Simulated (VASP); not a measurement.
# W (P6_3/mmc) in VASP: notebook

W is run at these levels: LDA; tasks: single point.

Program: VASP 6.6.1. These are calculated values, not measurements. Logs are shortened: lines on timing, memory, paths and dates and some standing lists are left out, and cuts for length are marked.

### Step 1. The cell of the first run

It takes space group P6_3/mmc (No. 194, hexagonal). The conventional cell has a = 2.700 Å, b = 2.700 Å, c = 4.791 Å, α = 90.00°, β = 90.00°, γ = 120.00°. W (site symmetry -6m2) has 12 W at 2.70 to 2.86 Å within 3.6 Å.

### Step 2. Single point, LDA (volume scaled by 0.96)

File INCAR:

```
SYSTEM = W
PREC = Accurate ; ENCUT = 520
EDIFF = 1E-7 ; ISMEAR = -1
SIGMA = 0.1 ; LREAL = .False.
LASPH = .True. ; NELM = 80
ALGO = Normal ; ISIF = 2
LWAVE = .False. ; LCHARG = .True.
LELF = .True. ; LVHAR = .True.
NBANDS = 21
```

File KPOINTS:

```
Automatic mesh
0
Gamma
  15 15 8
  0 0 0
```

File POSCAR:

```
W
1.0
    2.6998518521      0.0000000000      0.0000000000
   -1.3499259261      2.3381402904      0.0000000000
    0.0000000000      0.0000000000      4.7914203786
W
2
Direct
    0.3333333333      0.6666666667      0.2500000000
    0.6666666667      0.3333333333      0.7500000000
```

Potentials or basis: VASP PAW LDA potentials, release 64 (W_sv).

Launch:

```
cat potpaw_LDA.64/W_sv/POTCAR > POTCAR
mpirun -np 1 vasp_std > vasp.out
```

OUTCAR:

```text
SYSTEM = W
   PREC = Accurate
   ENCUT = 520
   EDIFF = 1E-7
   ISMEAR = -1
   LREAL = .False.
   LASPH = .True.
   NELM = 80
   ISIF = 2

 ion  position               nearest neighbor table
   1  0.333  0.667  0.250-   2 2.86   2 2.86   2 2.86   2 2.86   2 2.86   2 2.86
   2  0.667  0.333  0.750-   1 2.86   1 2.86   1 2.86   1 2.86   1 2.86   1 2.86

  LATTYP: Found a hexagonal cell.
 ALAT       =     2.6998518521
 C/A-ratio  =     1.7746975172

  Lattice vectors:

 A1 = (   2.6998518521,   0.0000000000,   0.0000000000)
 A2 = (  -1.3499259261,   2.3381402904,   0.0000000000)
 A3 = (   0.0000000000,   0.0000000000,   4.7914203786)

Analysis of symmetry for initial positions (statically):
=====================================================================
 Subroutine PRICEL returns:
 Original cell was already a primitive cell.

 Routine SETGRP: Setting up the symmetry group for a
 hexagonal supercell.

 Subroutine GETGRP returns: Found 24 space group operations
 (whereof 12 operations were pure point group operations)
 out of a pool of 24 trial point group operations.

The static configuration has the point symmetry D_3d.
 The point group associated with its full space group is D_6h.

Analysis of symmetry for dynamics (positions and initial velocities):
=====================================================================
 Subroutine PRICEL returns:
 Original cell was already a primitive cell.

 Routine SETGRP: Setting up the symmetry group for a
 hexagonal supercell.

 Subroutine GETGRP returns: Found 24 space group operations
 (whereof 12 operations were pure point group operations)
 out of a pool of 24 trial point group operations.

The dynamic configuration has the point symmetry D_3d.
 The point group associated with its full space group is D_6h.

 Subroutine INISYM returns: Found 24 space group operations
 (whereof 12 operations are pure point group operations),
 and found     1 'primitive' translations

----------------------------------------------------------------------------------------

                                     Primitive cell

  volume of cell :      30.2465

  direct lattice vectors                    reciprocal lattice vectors
     2.699851852  0.000000000  0.000000000     0.370390694  0.213845167  0.000000000
    -1.349925926  2.338140290  0.000000000     0.000000000  0.427690333  0.000000000
     0.000000000  0.000000000  4.791420379     0.000000000  0.000000000  0.208706380

  length of vectors
     2.699851852  2.699851852  4.791420379     0.427690333  0.427690333  0.208706380

  position of ions in fractional coordinates (direct lattice)
     0.333333333  0.666666667  0.250000000
     0.666666667  0.333333333  0.750000000

  ion indices of the primitive-cell ions
   primitive index   ion index
                 1           1
                 2           2

----------------------------------------------------------------------------------------

 KPOINTS: Automatic mesh

Automatic generation of k-mesh.
 Grid dimensions read from file:
 generate k-points for:   15   15    8

 Generating k-lattice:

  Cartesian coordinates                     Fractional coordinates (reciprocal lattice)
     0.024692713  0.014256344  0.000000000     0.066666667 -0.000000000  0.000000000
     0.000000000  0.028512689  0.000000000     0.000000000  0.066666667  0.000000000
     0.000000000  0.000000000  0.026088297     0.000000000  0.000000000  0.125000000

  Length of vectors
     0.028512689  0.028512689  0.026088297

  Shift w.r.t. Gamma in fractional coordinates (k-lattice)
     0.000000000  0.000000000  0.000000000

 Subroutine IBZKPT returns following result:
 ===========================================

 Found    135 irreducible k-points:

 Following reciprocal coordinates:
            Coordinates               Weight
  0.000000  0.000000  0.000000      1.000000
  0.066667  0.000000  0.000000      6.000000
  0.133333  0.000000  0.000000      6.000000
  0.200000  0.000000  0.000000      6.000000
  0.266667  0.000000  0.000000      6.000000
  0.333333 -0.000000  0.000000      6.000000
[... 16 lines left out ...]
  0.333333  0.200000  0.000000     12.000000
  0.400000  0.200000  0.000000      6.000000
 [... further k-points ...]
   k-points           NKPTS =    135   k-points in BZ     NKDIM =    135   number of bands    NBANDS=     21
   number of dos      NEDOS =    301   number of ions     NIONS =      2
   total plane-waves  NPLWV =  14400
   dimension x,y,z NGX =    20 NGY =   20 NGZ =   36
   dimension x,y,z NGXF=    40 NGYF=   40 NGZF=   72
   ions per type =               2
   NGX,Y,Z   is equivalent  to a cutoff of  12.32, 12.32, 12.49 a.u.
   NGXF,Y,Z  is equivalent  to a cutoff of  24.63, 24.63, 24.98 a.u.
 SYSTEM =  W
   PREC   = accura    normal or accurate (medium, high low for compatibility)
   ISTART =      0    job   : 0-new  1-cont  2-samecut
   ICHARG =      2    charge: 1-file 2-atom 10-const
   ISPIN  =      1    spin polarized calculation?
   LNONCOLLINEAR =      F non collinear calculations
   LSORBIT =      F    spin-orbit coupling
   LASPH  =      T    aspherical Exc in radial PAW
   ENCUT  =  520.0 eV  38.22 Ry    6.18 a.u.   5.02  5.02  8.91*2*pi/ulx,y,z
   NELM   =     80;   NELMIN=  2; NELMDL= -5     # of ELM steps
   EDIFF  = 0.1E-06   stopping-criterion for ELM
   LREAL  =      F    real-space projection
   EDIFFG = 0.1E-05   stopping-criterion for IOM
   NSW    =      0    number of steps for IOM
   IBRION =     -1    ionic relax: 0-MD 1-quasi-New 2-CG
   NFREE  =      0    steps in history (QN), initial steepest desc. (CG)
   ISIF   =      2    stress and relaxation
   ISYM   =      2    0-nonsym 1-usesym 2-fastsym
   POTIM  = 0.5000    time-step for ionic-motion
   TEBEG  =    0.0;   TEEND  =   0.0 temperature during run
   PSTRESS=    0.0 pullay stress
   NELECT =      28.0000    total number of electrons
   NUPDOWN=      -1.0000    fix difference up-down
   EMIN   =  10.00;   EMAX   =-10.00  energy-range for DOS
   EFERMI =   0.00;   METHOD = LEGACY
   ISMEAR =    -1;   SIGMA  =   0.10  broadening in eV -4-tet -1-fermi 0-gaus
   EFERMI_NEDOS =   21; number of points for ismear=-14 and -15
   IALGO  =     38    algorithm
   IMIX   =      4    mixing-type and parameters
     AMIX     =   0.40;   BMIX     =  1.00
     AMIX_MAG =   1.60;   BMIX_MAG =  1.00
  volume/ion in A,a.u.               =      15.12       102.06
  Fermi-wavevector in a.u.,A,eV,Ry     =   1.595521  3.015098 34.636187  2.545688
  Thomas-Fermi vector in A             =   2.693427
   LORBIT       =      0    0 simple, 1 ext, 2 COOP (PROOUT), +10 PAW based schemes
   GGA     = CA    functional components
   LHFCALC =     F    Hartree Fock is set to
   AEXX    =    0.0000 exact exchange contribution
   IVDW    =     0    specifies the selected vdW correction
   LEPSILON=     F    determine dielectric tensor
   LRPA    =     F    only Hartree local field effects (RPA)
 non-spin polarized calculation
  energy-cutoff  :      520.00
  volume of cell :       30.25
 maximum number of plane-waves:       840
 NGX is ok and might be reduce to    20
   NGX =  9   NGY =  9   NGZ = 17

 number of electron      27.9999994 magnetization

 Free energy of the ion-electron system (eV)
  ---------------------------------------------------
  ext. energy  EPLUGINS =         0.00000000
  ---------------------------------------------------
  free energy    TOTEN  =       -27.15464071 eV

  energy without entropy =      -27.08899282  energy(sigma->0) =      -27.12181677

 E-fermi :  11.6388     XC(G=0): -14.0758

 val. band max:       11.6228249100   @ k =   0.2667   0.1333   0.1250
 cond. band min:      11.6405919719   @ k =   0.4667   0.0667   0.1250
 fundamental gap:      0.0177670618
 Fermi energy:        11.6387592378

 k-point     1 :       0.0000    0.0000    0.0000
  band No.  band energies     occupation
      1     -61.5673      2.00000
      2     -61.4577      2.00000
      3     -26.7589      2.00000
      4     -25.5087      2.00000
      5     -25.3266      2.00000
      6     -25.3266      2.00000
[... 13 lines left out ...]
     20      16.3324      0.00000
     21      21.5753      0.00000

 k-point     2 :       0.0667    0.0000    0.0000
  band No.  band energies     occupation
      1     -61.5600      2.00000
      2     -61.4524      2.00000
      3     -26.7376      2.00000
      4     -25.5113      2.00000
      5     -25.3959      2.00000
      6     -25.3455      2.00000
[... 13 lines left out ...]
     20      16.9096      0.00000
     21      21.5588      0.00000

 k-point     3 :       0.1333    0.0000    0.0000
  band No.  band energies     occupation
      1     -61.5389      2.00000
      2     -61.4376      2.00000
      3     -26.6759      2.00000
      4     -25.5900      2.00000
      5     -25.5200      2.00000
      6     -25.4663      2.00000
[... 13 lines left out ...]
     20      18.1369      0.00000
     21      21.4339      0.00000

 k-point     4 :       0.2000    0.0000    0.0000
  band No.  band energies     occupation
      1     -61.5074      2.00000
      2     -61.4160      2.00000
      3     -26.5799      2.00000
      4     -25.8711      2.00000
      5     -25.7435      2.00000
      6     -25.5375      2.00000
[... 13 lines left out ...]
     20      19.5356      0.00000
     21      21.1258      0.00000

 k-point     5 :       0.2667    0.0000    0.0000
  band No.  band energies     occupation
      1     -61.4703      2.00000
      2     -61.3920      2.00000
      3     -26.4597      2.00000
      4     -26.1865      2.00000
      5     -26.0479      2.00000
      6     -25.5669      2.00000
[... 13 lines left out ...]
     20      20.7153      0.00000
     21      20.8928      0.00000
[... 382 lines left out ...]
     20      21.0354      0.00000
     21      23.2689      0.00000

 k-point    22 :       0.2667    0.2000    0.0000
  band No.  band energies     occupation
      1     -61.3950      2.00000
      2     -61.3510      2.00000
      3     -26.5258      2.00000
      4     -26.4377      2.00000
      5     -26.1762      2.00000
      6     -25.8926      2.00000
[... 13 lines left out ...]
     20      22.0877      0.00000
     21      23.3834      0.00000

 k-point    23 :       0.3333    0.2000    0.0000
  band No.  band energies     occupation
      1     -61.3730      2.00000
      2     -61.3435      2.00000
      3     -26.6344      2.00000
      4     -26.4902      2.00000
      5     -26.0705      2.00000
      6     -26.0061      2.00000
[... 13 lines left out ...]
     20      21.3824      0.00000
     21      22.3185      0.00000

 k-point    24 :       0.4000    0.2000    0.0000
  band No.  band energies     occupation
      1     -61.3641      2.00000
      2     -61.3419      2.00000
      3     -26.6721      2.00000
      4     -26.5050      2.00000
      5     -26.0505      2.00000
      6     -26.0202      2.00000
[... 13 lines left out ...]
     20      20.7739      0.00000
     21      21.6848      0.00000

 [... further k-points ...]
[... 5 lines left out ...]
  --------------------------------------------------------------------------------------
  -------------------------------------------------------------------------------------
  Total        3.1880697      3.1880697      2.4873205     -0.0000000      0.0000000      0.0000000
  in kB      168.8743193    168.8743193    131.7551351     -0.0000000      0.0000000      0.0000000
  external PRESSURE =     156.5012579 kB  Pullay stress =       0.0000000 kB

 VOLUME and BASIS-vectors are now :
 -----------------------------------------------------------------------------
  energy-cutoff  :      520.00
  volume of cell :       30.25
      direct lattice vectors                 reciprocal lattice vectors
     2.699851852  0.000000000  0.000000000     0.370390694  0.213845167  0.000000000
    -1.349925926  2.338140290  0.000000000     0.000000000  0.427690333  0.000000000
     0.000000000  0.000000000  4.791420379     0.000000000  0.000000000  0.208706380

 POSITION                                       TOTAL-FORCE (eV/Angst)
 -----------------------------------------------------------------------------------
     -0.00000      1.55876      1.19786        -0.000000     -0.000000      0.000000
      1.34993      0.77938      3.59357         0.000000      0.000000      0.000000
 -----------------------------------------------------------------------------------
    total drift:                               -0.000000      0.000000     -0.000000

  FREE ENERGIE OF THE ION-ELECTRON SYSTEM (eV)
  ---------------------------------------------------
  free  energy   TOTEN  =       -27.1546407109 eV

  energy  without entropy=      -27.0889928232  energy(sigma->0) =      -27.12181677
```

Wall time 48 s (1 thread of Intel Xeon Platinum 8259CL at 2.50GHz (Skylake/Cascade Lake), shared host); peak memory 0.18 GiB.

Results:

| Quantity | Value |
| --- | --- |
| Free energy | -27.1546 eV |
| Pressure | 15.7 GPa |
| Band gap on the k mesh | zero (band 14 reaches 13.19 eV, above the bottom of band 15 at 11.10 eV) |

Stress tensor (GPa, compression positive):
```
16.89  0.00  0.00
 0.00 16.89  0.00
 0.00  0.00 13.18
```

Levels at points of the mesh, in eV from the Fermi level:
```tsv
k point	band 10	band 11	band 12	band 13	band 14	band 15	band 16	band 17	band 18	band 19
(0.00, 0.00, 0.00)	-6.28	-1.90	-0.59	-0.59	0.07	0.07	0.10	2.10	2.10	4.69
(0.00, 0.00, 0.50)	-7.32	-2.29	-2.29	-0.54	-0.54	-0.54	-0.54	3.84	3.84	3.84
```

Caveat: the cell differs from its parent crystal (volume scaled by 0.96); spin-orbit coupling is left out, which moves the levels of the heavy elements.

### Step 3. Single point, LDA

This run uses another cell than the first one, of 15.75 Å³/atom, 1.042 times its volume.

File INCAR:

```
  PREC = Accurate
  ENCUT = 520
  EDIFF = 1E-6
  ISMEAR = -1
  SIGMA = 0.1
  LREAL = False
  LASPH = True
  NELM = 80
  ALGO = Normal
  ISIF = 2
  LWAVE = False
  LCHARG = False
  GGA = CA
  NBANDS = 21
```

File KPOINTS:

```
Automatic mesh
0
Gamma
  15 15 8
```

File POSCAR:

```
W
1.0
    2.7368407205      0.0000000000      0.0000000000
   -1.3684203603      2.3701735900      0.0000000000
    0.0000000000      0.0000000000      4.8570644314
W
2
Direct
    0.3333333333      0.6666666667      0.2500000000
    0.6666666667      0.3333333333      0.7500000000
```

Potentials or basis: VASP PAW LDA potentials, release 64 (W_sv).

Launch:

```
cat potpaw_LDA.64/W_sv/POTCAR > POTCAR
mpirun -np 1 vasp_std > vasp.out
```

OUTCAR:

```text
PREC = Accurate
   ENCUT = 520
   EDIFF = 1E-6
   ISMEAR = -1
   LREAL = False
   LASPH = True
   NELM = 80
   ISIF = 2
   GGA = CA

 ion  position               nearest neighbor table
   1  0.333  0.667  0.250-   2 2.90   2 2.90   2 2.90   2 2.90   2 2.90   2 2.90
   2  0.667  0.333  0.750-   1 2.90   1 2.90   1 2.90   1 2.90   1 2.90   1 2.90

  LATTYP: Found a hexagonal cell.
 ALAT       =     2.7368407205
 C/A-ratio  =     1.7746975171

  Lattice vectors:

 A1 = (   2.7368407205,   0.0000000000,   0.0000000000)
[... 190 lines left out ...]
      4     -26.2222      2.00000
      5     -26.0460      2.00000
      6     -26.0460      2.00000
[... 565 lines left out ...]
     20      19.7160      0.00000
     21      20.7142      0.00000

 [... further k-points ...]
[... 5 lines left out ...]
  --------------------------------------------------------------------------------------
  -------------------------------------------------------------------------------------
  Total        0.3751803      0.3751803      0.1808658     -0.0000000      0.0000000     -0.0000000
  in kB       19.0786247     19.0786247      9.1973648     -0.0000000      0.0000000     -0.0000000
  external PRESSURE =      15.7848714 kB  Pullay stress =       0.0000000 kB

 VOLUME and BASIS-vectors are now :
 -----------------------------------------------------------------------------
  energy-cutoff  :      520.00
  volume of cell :       31.51
      direct lattice vectors                 reciprocal lattice vectors
     2.736840721  0.000000000  0.000000000     0.365384800  0.210955013  0.000000000
    -1.368420360  2.370173590  0.000000000     0.000000000  0.421910026  0.000000000
     0.000000000  0.000000000  4.857064431     0.000000000  0.000000000  0.205885677

 POSITION                                       TOTAL-FORCE (eV/Angst)
 -----------------------------------------------------------------------------------
     -0.00000      1.58012      1.21427        -0.000000      0.000000      0.000000
      1.36842      0.79006      3.64280         0.000000     -0.000000      0.000000
 -----------------------------------------------------------------------------------
    total drift:                               -0.000000      0.000000     -0.000000

  FREE ENERGIE OF THE ION-ELECTRON SYSTEM (eV)
  ---------------------------------------------------
  free  energy   TOTEN  =       -27.2215665831 eV

  energy  without entropy=      -27.1526930792  energy(sigma->0) =      -27.18712983
```

OSZICAR:

```text
N       E                     dE             d eps       ncg     rms          rms(c)
DAV:   1     0.291307535135E+03    0.29131E+03   -0.17261E+04  5686   0.158E+03
DAV:   2    -0.190507633234E+02   -0.31036E+03   -0.30304E+03  6196   0.467E+02
DAV:   3    -0.283861533270E+02   -0.93354E+01   -0.91219E+01  6446   0.817E+01
DAV:   4    -0.284773574705E+02   -0.91204E-01   -0.90339E-01  6048   0.832E+00
DAV:   5    -0.284782840796E+02   -0.92661E-03   -0.92659E-03  6346   0.866E-01    0.296E+01
DAV:   6    -0.274863476063E+02    0.99194E+00   -0.11582E+00  6156   0.996E+00    0.119E+01
DAV:   7    -0.272317263818E+02    0.25462E+00   -0.58809E-01  6350   0.643E+00    0.576E-01
DAV:   8    -0.272217214904E+02    0.10005E-01   -0.12289E-02  5825   0.117E+00    0.928E-02
DAV:   9    -0.272215579519E+02    0.16354E-03   -0.27392E-04  6584   0.143E-01    0.532E-02
DAV:  10    -0.272215664960E+02   -0.85442E-05   -0.14115E-05  5995   0.344E-02    0.567E-03
DAV:  11    -0.272215665831E+02   -0.87057E-07   -0.23784E-06  4908   0.130E-02
   1 F= -.27221567E+02 E0= -.27187130E+02  d E =-.688735E-01
```

Run time: 45 s. Hardware: 1 thread of Intel Xeon Platinum 8259CL at 2.50GHz (Skylake/Cascade Lake), shared host; peak memory 0.18 GiB.

Results:

```yaml
Free_energy: -27.2216 eV
Pressure: 1.6 GPa
Band_gap_on_the_k_mesh: zero (band 14 reaches 12.45 eV, above the bottom of band 15 at 10.55 eV)
```

Caveat: spin-orbit coupling is left out, which moves the levels of the heavy elements.

(Part 1 of 2 ends here.)
